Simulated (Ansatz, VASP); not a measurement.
# Two plane-wave programs on Zn3Se2S

```
Zn Se S
1.0
     3.98599    0.00000    0.00000
    -1.99299    3.45197    0.00000
     0.00000    0.00000    9.76559
Zn Se S
3 2 1
Direct
  0.00000 0.00000 0.99049
  0.66667 0.33333 0.33309
  0.33333 0.66667 0.67604
  0.66667 0.33333 0.07966
  0.33333 0.66667 0.42170
  0.00000 0.00000 0.74902
```

Alike in both runs: task single point; functional PBE; k mesh 12 × 12 × 4; occupations gaussian, width 0.02 eV; no spin polarisation.

```csv
,VASP,Ansatz
version,VASP 6.6.1,Ansatz 0.2.0
potentials or method,"VASP PAW PBE potentials, release 64 (Zn, Se, S), cutoff 520 eV","scalar-relativistic, plane waves, PAW"
valence electrons in the cell,54,74
```

```csv
,VASP,Ansatz,Ansatz less VASP
gap on the k mesh at the Fermi level (eV),1.26,1.26,0.000
least direct gap on the mesh (eV),1.26,1.26,0.000
```

VASP's potentials hold 54 valence electrons a cell and Ansatz's 74, so a difference there can come from the potentials and not from the codes.
